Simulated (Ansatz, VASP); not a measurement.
# One calculation of SnPb3Se4, two programs

Contents of INCAR:

```
SYSTEM = SnPb3Se4
PREC     = Accurate       ! precision mode
ENCUT    = 520            ! plane-wave cutoff, eV
EDIFF    = 1E-6           ! SCF threshold, eV
ISMEAR   = 0              ! smearing method
SIGMA    = 0.1            ! smearing width, eV
LREAL    = .FALSE.        ! projectors in reciprocal space
LASPH    = .TRUE.         ! aspherical terms in the spheres
NELM     = 100            ! most SCF steps
ALGO     = Normal         ! electronic algorithm
ISIF     = 2              ! what is computed and relaxed
LWAVE    = .FALSE.        ! write WAVECAR
LCHARG   = .FALSE.        ! write CHGCAR
GGA      = PE             ! functional
NBANDS   = 50             ! bands
```

The input KPOINTS:

```
Automatic mesh
0
G
  4 4 4
  0 0 0
```

The input POSCAR:

```
SnPb3Se4
1.0
    4.3709980000     -6.1815270000      0.0000000000
    4.3709980000      6.1815270000      0.0000000000
    0.0000000000      0.0000000000      4.3711930000
Sn Pb Se
1 3 4
Direct
    0.0000000000      0.0000000000      0.0000000000
    0.0000000000      0.5000000000      0.5000000000
    0.5000000000      0.0000000000      0.5000000000
    0.5000000000      0.5000000000      0.0000000000
    0.7527070000      0.2472930000      0.0000000000
    0.7553140000      0.7553140000      0.5000000000
    0.2446860000      0.2446860000      0.5000000000
    0.2472930000      0.7527070000      0.0000000000
```

Input for Ansatz:

```yaml
crystal:
  lattice:
    - [4.370998, -6.181527, 0.0]
    - [4.370998, 6.181527, 0.0]
    - [0.0, 0.0, 4.371193]
  atoms:
    - { symbol: Sn, position: [0.0, 0.0, 0.0] }
    - { symbol: Pb, position: [0.0, 0.5, 0.5] }
    - { symbol: Pb, position: [0.5, 0.0, 0.5] }
    - { symbol: Pb, position: [0.5, 0.5, 0.0] }
    - { symbol: Se, position: [0.752707, 0.247293, 0.0] }
    - { symbol: Se, position: [0.755314, 0.755314, 0.5] }
    - { symbol: Se, position: [0.244686, 0.244686, 0.5] }
    - { symbol: Se, position: [0.247293, 0.752707, 0.0] }
basis:
  ecutwfc: 420
kpoints:
  mp_grid: { grid: [4, 4, 4] }
hamiltonian:
  xc: pbe
scf:
  occupations: { method: gaussian, width: 0.1 }
  lower_state_search: "off"
output:
  forces: true
  stress: true
  eigenvalues: true
```

Alike in both runs: task single point; functional PBE; k mesh 4 × 4 × 4; occupations gaussian, width 0.1 eV; no spin polarisation.

|  | VASP | Ansatz |
| --- | --- | --- |
| version | VASP 6.6.1 | Ansatz 0.2.0 |
| potentials or method | VASP PAW PBE potentials, release 64 (Sn_d, Pb_d, Se), cutoff 520 eV | scalar-relativistic, plane waves, PAW |
| valence electrons in the cell | 80 | 120 |

```csv
,VASP,Ansatz,Ansatz less VASP
pressure (GPa),-0.1,-0.1,+0.02
```

The functional is the same, so the differences come from potentials, cutoffs and numerics. VASP's potentials hold 80 valence electrons a cell and Ansatz's 120, so a difference there can come from the potentials and not from the codes.

Spin-orbit coupling is off throughout.
